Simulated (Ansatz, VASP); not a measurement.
# Two plane-wave programs on Be2C3

```xyz
5
Lattice="2.6485 0.0000 0.0000 -1.3242 2.2936 0.0000 0.0000 0.0000 5.9648" Properties=species:S:1:pos:R:3 pbc="T T T"
Be    0.0000    1.5291    0.7380
Be    1.3242    0.7645    5.2268
C     0.0000    0.0000    0.0000
C     0.0000    1.5291    2.9234
C     1.3242    0.7645    3.0414
```

Alike in both runs: functional r2SCAN; k mesh 6 × 6 × 4; occupations gaussian, width 0.1 eV; no spin polarisation.

Ansatz relaxed the structure, and its values are those at the end. VASP's run is a single point on that final structure, the one shown.

|  | VASP | Ansatz |
| --- | --- | --- |
| version | VASP 6.6.1 | Ansatz 0.2.0 |
| potentials or method | VASP PAW PBE potentials, release 64 (Be, C), cutoff 520 eV | scalar-relativistic, plane waves, PAW |
| valence electrons in the cell | 16 | 16 |

|  | VASP | Ansatz | Ansatz less VASP |
| --- | --- | --- | --- |
| gap on the k mesh at the Fermi level (eV) | none | none | - |
| pressure (GPa) | 0.6 | -0.1 | -0.68 |
| rms of the force components (eV/Å) | 0.004 | 0.004 | -0.0008 |

VASP's potentials were made for PBE, not for r2SCAN. A gap of «none» marks a metal or a gap that the smearing closes.

The k mesh is coarse, so the values compare programs but aren't converged.
